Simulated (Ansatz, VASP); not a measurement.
# Two plane-wave programs on Co

The input POSCAR:

```
Co
1.0
   -1.3802683246      1.3802683246      1.3802683246
    1.3802683246     -1.3802683246      1.3802683246
    1.3802683246      1.3802683246     -1.3802683246
Co
1
Direct
    0.0000000000      0.0000000000      0.0000000000
```

The input INCAR.step1:

```
PREC = Accurate
ENCUT = 520
ISMEAR = -1
SIGMA = 0.05
LREAL = False
LASPH = True
NELM = 150
ISPIN = 2
MAGMOM = 2.046
LMAXMIX = 4
NBANDS = 14
GGA = PE
ALGO = Normal
EDIFF = 1E-4
LWAVE = True
LCHARG = False
```

Contents of INCAR.step2:

```
PREC = Accurate
ENCUT = 520
EDIFF = 1E-7
ISMEAR = -1
SIGMA = 0.05
LREAL = False
LASPH = True
NELM = 150
ALGO = Normal
ISIF = 2
LWAVE = False
LCHARG = False
ISPIN = 2
MAGMOM = 2.046
LORBIT = 11
LMAXMIX = 4
METAGGA = R2SCAN
LMIXTAU = True
NBANDS = 14
ISTART = 1
```

The input KPOINTS:

```
Automatic mesh
0
Gamma
  18 18 18
```

Input for Ansatz:

```yaml
crystal:
  lattice:
    - [-1.3802683246, 1.3802683246, 1.3802683246]
    - [1.3802683246, -1.3802683246, 1.3802683246]
    - [1.3802683246, 1.3802683246, -1.3802683246]
  atoms:
    - { symbol: Co, position: [0.0, 0.0, 0.0], spin: 2.046 }
hamiltonian:
  xc: r2scan
  pseudopotentials:
    kind: paw
    azcp:
      Co: "pseudopotentials/Co.paw.azcp"
basis:
  ecutwfc: 500
  fft_grid_basis: typed
kpoints:
  mp_grid: { grid: [18, 18, 18], shift: [0, 0, 0] }
magnetization:
  spin_polarized: true
scf:
  occupations: { method: fermi_dirac, width: 0.05 }
  lower_state_search: "off"
output:
  stress: true
```

Alike in both runs: task single point; functional r2SCAN; k mesh 18 × 18 × 18; occupations fermi-dirac, width 0.05 eV; collinear spin.

```csv
,VASP,Ansatz
version,VASP 6.6.1,Ansatz 0.2.0
potentials or method,"VASP PAW PBE potentials, release 64 (Co), cutoff 520 eV","plane waves (500 eV) with PAW, scalar-relativistic"
valence electrons in the cell,9,17
```

Ansatz gave:

| Item | Value |
| --- | --- |
| pressure (GPa) | 9.9 |
| net moment per atom (μB) | 1.91 |
| size of the moment on the site where the two differ most (μB) | 2.02 |

Task: Estimate VASP's values.

Result: Pressure (GPa): 9.7; net moment per atom (μB): 1.90; size of the moment on the site where the two differ most (μB): 1.95.

VASP's potentials were made for PBE, not for r2SCAN. Site moments also hang on the region over which each program counts them. VASP's potentials hold 9 valence electrons a cell and Ansatz's 17, so a difference there can come from the potentials and not from the codes. Ansatz's warnings: stability check not made.
